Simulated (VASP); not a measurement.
# Nb (I4/mmm) in VASP: notebook, part 2 of 2

VASP 6.6.1.

## Step 3: Single point, PBEsol (strain -0.1000 x Voigt [0, 0, 1, 0, 0, 0])

File INCAR:

```
SYSTEM = Nb
PREC = Accurate
ENCUT = 520
EDIFF = 1E-6
ISMEAR = 0
SIGMA = 0.15
LREAL = .FALSE.
LASPH = .TRUE.
NELM = 80
ALGO = Fast
ISIF = 2
LWAVE = .FALSE.
LCHARG = .FALSE.
GGA = PS
NBANDS = 12
```

File KPOINTS:

```
Automatic mesh
0
G
  20 20 20
  0 0 0
```

File POSCAR:

```
Nb
1.0
   -1.6639500000      1.6639500000      1.4975550000
    1.6639500000     -1.6639500000      1.4975550000
    1.6639500000      1.6639500000     -1.4975550000
Nb
1
Direct
    0.0000000000      0.0000000000      0.0000000000
```

Potentials or basis: VASP PAW PBE potentials, release 64 (Nb_sv).

On the command line:

```console
$ cat potpaw_PBE.64/Nb_sv/POTCAR > POTCAR
$ mpirun -np 1 vasp_std > vasp.out
```

OUTCAR:

```text
SYSTEM = Nb
   PREC = Accurate
   ENCUT = 520
   EDIFF = 1E-6
   ISMEAR = 0
   LREAL = .FALSE.
   LASPH = .TRUE.
   NELM = 80
   ISIF = 2
   GGA = PS

 ion  position               nearest neighbor table
   1  0.000  0.000  0.000-

  LATTYP: Found a body centered tetragonal cell.
 ALAT       =     3.3279000000
 C/A-ratio  =     0.9000000000

  Lattice vectors:

 A1 = (  -1.6639500000,   1.6639500000,   1.4975550000)
 A2 = (   1.6639500000,  -1.6639500000,   1.4975550000)
 A3 = (   1.6639500000,   1.6639500000,  -1.4975550000)

Analysis of symmetry for initial positions (statically):
=====================================================================
 Subroutine PRICEL returns:
 Original cell was already a primitive cell.

 Routine SETGRP: Setting up the symmetry group for a
 body centered tetragonal supercell.

 Subroutine GETGRP returns: Found 16 space group operations
 (whereof 16 operations were pure point group operations)
 out of a pool of 16 trial point group operations.

The static configuration has the point symmetry D_4h.

Analysis of symmetry for dynamics (positions and initial velocities):
[... 162 lines left out ...]
 cond. band min:      12.3129540507   @ k =  -0.1500   0.2500   0.0500
 fundamental gap:      0.0052892397
 Fermi energy:        12.3080390590

 k-point     1 :       0.0000    0.0000    0.0000
  band No.  band energies     occupation
      1     -41.9581      2.00000
      2     -17.0792      2.00000
      3     -17.0792      2.00000
      4     -17.0370      2.00000
      5       6.1331      2.00000
      6      11.7449      2.00000
      7      13.1341      0.00000
      8      13.1341      0.00000
      9      14.7030      0.00000
     10      16.5817      0.00000
     11      26.1244      0.00000
     12      26.1244      0.00000
[... 331 lines left out ...]
 k-point    24 :      -0.3500    0.0500   -0.0000
  band No.  band energies     occupation
      1     -41.6966      2.00000
      2     -18.3590      2.00000
      3     -17.5074      2.00000
      4     -17.1506      2.00000
      5       8.5478      2.00000
      6      10.5049      2.00000
      7      12.7472      0.00003
      8      15.8727      0.00000
      9      16.0896      0.00000
     10      16.8544      0.00000
     11      25.7441      0.00000
     12      29.1326      0.00000

 [... further k-points ...]
[... 5 lines left out ...]
  --------------------------------------------------------------------------------------
  -------------------------------------------------------------------------------------
  Total        0.7456146      0.7456146      2.1662764      0.0000000      0.0000000      0.0000000
  in kB       72.0280481     72.0280481    209.2671866      0.0000000      0.0000000      0.0000000
  external PRESSURE =     117.7744276 kB  Pullay stress =       0.0000000 kB

 VOLUME and BASIS-vectors are now :
 -----------------------------------------------------------------------------
  energy-cutoff  :      520.00
  volume of cell :       16.59
      direct lattice vectors                 reciprocal lattice vectors
    -1.663950000  1.663950000  1.497555000     0.000000000  0.300489798  0.333877554
     1.663950000 -1.663950000  1.497555000     0.300489798  0.000000000  0.333877554
     1.663950000  1.663950000 -1.497555000     0.300489798  0.300489798  0.000000000

 POSITION                                       TOTAL-FORCE (eV/Angst)
 -----------------------------------------------------------------------------------
      0.00000      0.00000      0.00000        -0.000000      0.000000      0.000000
 -----------------------------------------------------------------------------------
    total drift:                                0.000000      0.000000      0.000000

  FREE ENERGIE OF THE ION-ELECTRON SYSTEM (eV)
  ---------------------------------------------------
  free  energy   TOTEN  =       -10.8833978698 eV

  energy  without entropy=      -10.8692565303  energy(sigma->0) =      -10.87632720
```

OSZICAR:

```text
N       E                     dE             d eps       ncg     rms          rms(c)
DAV:   1     0.118708227819E+03    0.11871E+03   -0.73547E+03 15432   0.110E+03
DAV:   2    -0.649689662013E+01   -0.12521E+03   -0.12061E+03 16432   0.397E+02
DAV:   3    -0.110089299873E+02   -0.45120E+01   -0.43072E+01 22036   0.664E+01
DAV:   4    -0.112841140335E+02   -0.27518E+00   -0.27322E+00 21708   0.146E+01
[... 12 lines left out ...]
RMM:  17    -0.108833993248E+02   -0.56976E-05   -0.11608E-04 23373   0.131E-01    0.607E-02
RMM:  18    -0.108833980773E+02    0.12474E-05   -0.31455E-05 20808   0.430E-02    0.445E-02
RMM:  19    -0.108833961769E+02    0.19005E-05   -0.30880E-05 20599   0.548E-02    0.975E-03
RMM:  20    -0.108833971469E+02   -0.96996E-06   -0.17973E-05 18166   0.410E-02    0.811E-04
RMM:  21    -0.108833978698E+02   -0.72295E-06   -0.70967E-06 13365   0.175E-02
   1 F= -.10883398E+02 E0= -.10876327E+02  d E =-.141413E-01
```

stdout:

```text
POSCAR found type information on POSCAR Nb
 POSCAR found :  1 types and       1 ions
 scaLAPACK will be used
 -----------------------------------------------------------------------------
|                                                                             |
|                                                                             |
|     You enforced a specific xc type in the INCAR file but a different       |
|     I HOPE YOU KNOW WHAT YOU ARE DOING!                                     |
|                                                                             |
 -----------------------------------------------------------------------------

 LDA part: xc-table for (Slater+PW92), standard interpolation
 POSCAR, INCAR and KPOINTS ok, starting setup
 FFT: planning ... GRIDC
 FFT: planning ... GRID_SOFT
 FFT: planning ... GRID
 WAVECAR not read
 entering main loop
WARNING in EDDRMM: call to ZHEGV failed, returncode =   8  4     12
WARNING in EDDRMM: call to ZHEGV failed, returncode =   6  3      9
WARNING in EDDRMM: call to ZHEGV failed, returncode =   8  4     10
```

Wall time 2.5 min (1 thread of Intel Xeon Platinum 8259CL at 2.50GHz (Skylake/Cascade Lake), shared host); peak memory 0.24 GiB.

What came out:

- Free energy: -10.8834 eV
- Pressure: 11.8 GPa

Caveat: the cell differs from its parent crystal (strain -0.1000 x Voigt [0, 0, 1, 0, 0, 0]); the PAW data sets were made with another functional, which shifts forces and pressure a little.

## Step 4: Single point, PBEsol (strain -0.0750 x Voigt [0, 0, 1, 0, 0, 0])

File INCAR:

```
ALGO = Normal ; EDIFF = 1E-7
ENCUT = 520 ; GGA = PS
ISIF = 2 ; ISMEAR = 0
LASPH = True ; LCHARG = True
LELF = True ; LREAL = False
LVHAR = True ; LWAVE = False
NBANDS = 12 ; NELM = 100
PREC = Accurate ; SIGMA = 0.15
```

File KPOINTS:

```
k-points
0
Gamma
  20 20 20
```

File POSCAR:

```
Nb
1.0
   -1.6639500000      1.6639500000      1.5391537500
    1.6639500000     -1.6639500000      1.5391537500
    1.6639500000      1.6639500000     -1.5391537500
Nb
1
Direct
    0.0000000000      0.0000000000      0.0000000000
```

On the command line:

```console
$ cat potpaw_PBE.64/Nb_sv/POTCAR > POTCAR
$ mpirun -np 1 vasp_std > vasp.out
```

Wall time 81 s (1 thread of Intel Xeon Platinum 8259CL at 2.50GHz (Skylake/Cascade Lake), shared host); peak memory 0.24 GiB.

It converged, with:

| Quantity | Value |
| --- | --- |
| Free energy | -10.9295 eV |
| Pressure | 5.3 GPa |

Stress tensor (GPa, compression positive):
```
 2.44  0.00  0.00
 0.00  2.44  0.00
 0.00  0.00 11.16
```

Levels at points of the mesh, in eV from the Fermi level:
| k point | band 2 | band 3 | band 4 | band 5 | band 6 | band 7 | band 8 | band 9 | band 10 | band 11 |
| --- | --- | --- | --- | --- | --- | --- | --- | --- | --- | --- |
| (0.00, 0.00, 0.00) | -29.42 | -29.42 | -29.41 | -6.10 | -0.28 | 0.70 | 0.70 | 2.68 | 4.02 | 13.91 |
| (0.50, 0.00, 0.00) | -31.04 | -29.95 | -29.49 | -4.04 | -2.16 | 2.78 | 3.48 | 4.85 | 6.84 | 11.72 |
| (0.50, 0.50, 0.00) | -31.05 | -29.85 | -29.38 | -3.93 | -1.15 | 2.14 | 2.63 | 3.82 | 6.70 | 11.94 |
| (0.50, 0.50, 0.50) | -30.59 | -30.59 | -30.34 | -4.20 | -3.98 | 5.91 | 5.91 | 6.22 | 8.89 | 8.89 |

Caveat: the cell differs from its parent crystal (strain -0.0750 x Voigt [0, 0, 1, 0, 0, 0]); the PAW data sets were made with another functional, which shifts forces and pressure a little.

## Step 5: Overview

| cell | gap on the mesh (eV) | pressure (GPa) |
| --- | --- | --- |
| a = 2.981 Å, angles 112.1, 112.1, 104.2°, 1 atom | none | -19.9 |
| a = 2.789 Å, angles 106.8, 106.8, 115.1°, 1 atom | none | 11.8 |
| a = 2.812 Å, angles 107.4, 107.4, 113.6°, 1 atom | none | 5.3 |

Alike in all rows: task single point; level PBEsol; potentials or basis VASP PAW PBE potentials, release 64 (Nb_sv); no spin polarisation; k mesh 20 × 20 × 20; cutoff (eV) 520; smearing gaussian 0.15 eV.

Caveats: the PAW data sets were made with another functional, which shifts forces and pressure a little.

Absolute energies hang on the potentials; compare differences alone.
